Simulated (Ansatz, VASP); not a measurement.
# Fe in VASP and in Ansatz

```
CELL_PARAMETERS angstrom
0.00000 2.37345 2.37345
2.37345 0.00000 2.37345
2.37345 2.37345 0.00000
ATOMIC_POSITIONS crystal
Fe 0.12500 0.12500 0.12500
Fe 0.87500 0.87500 0.87500
```

Alike in both runs: task single point; functional r2SCAN; k mesh 13 × 13 × 13; occupations fermi-dirac, width 0.1 eV; no spin polarisation.

|  | VASP | Ansatz |
| --- | --- | --- |
| version | VASP 6.6.1 | Ansatz 0.2.0 |
| potentials or method | VASP PAW PBE potentials, release 64 (Fe), cutoff 520 eV | plane waves (500 eV) with PAW, scalar-relativistic |
| valence electrons in the cell | 16 | 32 |

VASP gave:

| Quantity | Value |
| --- | --- |
| pressure (GPa) | 6.4 |

Estimate Ansatz's values.

pressure (GPa): 7.7.

VASP's potentials were made for PBE, not for r2SCAN. VASP's potentials hold 16 valence electrons a cell and Ansatz's 32, so a difference there can come from the potentials and not from the codes.
